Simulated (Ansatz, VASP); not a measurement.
GaP: VASP beside Ansatz

```
CELL_PARAMETERS angstrom
0.00000 2.67708 2.67708
2.67708 0.00000 2.67708
2.67708 2.67708 0.00000
ATOMIC_POSITIONS crystal
Ga 0.00000 0.00000 0.00000
P 0.75000 0.75000 0.75000
```

Alike in both runs: task single point; functional PBE; k mesh 10 × 10 × 10; occupations gaussian, width 0.05 eV; no spin polarisation.

|  | VASP | Ansatz |
| --- | --- | --- |
| version | VASP 6.6.1 | Ansatz 0.2.0 |
| potentials or method | VASP PAW PBE potentials, release 64 (Ga_d, P), cutoff 520 eV | scalar-relativistic, plane waves, PAW |
| valence electrons in the cell | 18 | 18 |

```csv
,VASP,Ansatz,Ansatz less VASP
gap on the k mesh at the Fermi level (eV),1.51,1.51,0.000
least direct gap on the mesh (eV),2.28,2.28,0.000
pressure (GPa),7.7,7.8,+0.06
```
